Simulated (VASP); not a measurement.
# Na: single point with PBE

Crystal: Na.

```xyz
7
Lattice="-4.2844 4.2844 4.2844 4.2844 -4.2844 4.2844 4.2844 4.2844 -4.2844" Properties=species:S:1:pos:R:3 pbc="T T T"
Na    0.0063    0.0094    0.0158
Na    2.5007    2.1209   -1.7893
Na    1.7845   -2.1734    2.4960
Na   -2.4943    2.1744    1.7869
Na   -0.0009    4.2860   -0.0293
Na    0.0001    2.1477    4.2888
Na    2.4951    2.1847    1.7877
```

| Item | Value |
| --- | --- |
| Program | VASP 6.6.1 |
| Task | single point |
| Functional | PBE |
| Potentials or basis | VASP PAW PBE potentials, release 64 (Na_pv) |
| Cutoff | 520 eV |
| k mesh | 2 × 2 × 2 |
| Occupations | methfessel-paxton, width 0.15 eV |
| Spin | no spin polarisation |
| Dipole correction | no |
| Further INCAR settings | ALGO = Normal; EDIFF = 1e-06; NBANDS = 34 |

```
Pressure               : -0.4 GPa
Largest force          : 0.005 eV/Å
Band gap on the k mesh : zero (an odd number of electrons rules out a gap without spin polarisation)
```

Forces in eV/Å, atoms in the order of the input:
```
Na  -0.001 -0.001  0.001
Na   0.000 -0.003 -0.001
Na   0.001 -0.004 -0.001
Na   0.001  0.004  0.000
Na  -0.001  0.001  0.001
Na   0.000  0.000 -0.001
Na   0.000  0.004  0.001
```

Stress tensor (GPa, compression positive):
```
-0.09  0.00  0.00
 0.00 -0.89  0.00
 0.00  0.00 -0.09
```

Levels at points of the mesh, in eV from the Fermi level:
| k point | band 19 | band 20 | band 21 | band 22 | band 23 | band 24 | band 25 | band 26 | band 27 | band 28 |
| --- | --- | --- | --- | --- | --- | --- | --- | --- | --- | --- |
| (0.00, 0.00, 0.00) | -25.20 | -25.20 | -25.20 | -3.06 | 0.56 | 0.85 | 0.85 | 1.00 | 1.00 | 1.03 |
| (0.50, 0.00, 0.00) | -25.20 | -25.20 | -25.20 | -2.03 | -2.02 | 0.00 | 0.02 | 0.03 | 0.05 | 1.80 |
| (0.00, 0.50, 0.00) | -25.20 | -25.20 | -25.20 | -2.12 | -1.90 | -0.23 | 0.00 | 0.09 | 0.27 | 1.65 |
| (0.00, 0.00, 0.50) | -25.20 | -25.20 | -25.20 | -2.03 | -2.02 | 0.01 | 0.01 | 0.04 | 0.05 | 1.79 |
| (0.50, 0.00, 0.50) | -25.20 | -25.20 | -25.20 | -2.12 | -1.90 | -0.23 | 0.00 | 0.09 | 0.27 | 1.65 |
| (0.50, 0.50, 0.00) | -25.20 | -25.20 | -25.20 | -2.03 | -2.02 | 0.00 | 0.01 | 0.04 | 0.05 | 1.79 |
| (0.00, 0.50, 0.50) | -25.20 | -25.20 | -25.20 | -2.03 | -2.01 | 0.01 | 0.01 | 0.04 | 0.05 | 1.78 |
| (0.50, 0.50, 0.50) | -25.20 | -25.20 | -25.20 | -1.18 | -1.15 | -1.01 | -1.01 | -0.82 | -0.74 | 2.56 |

Run time: 2.1 min on 1 thread of Intel Xeon 8259CL, on a shared host, peak memory 0.42 GiB.

Caveat: the k points lie up to 0.52 Å⁻¹ apart, too coarse for converged energies and pressures of a metal.
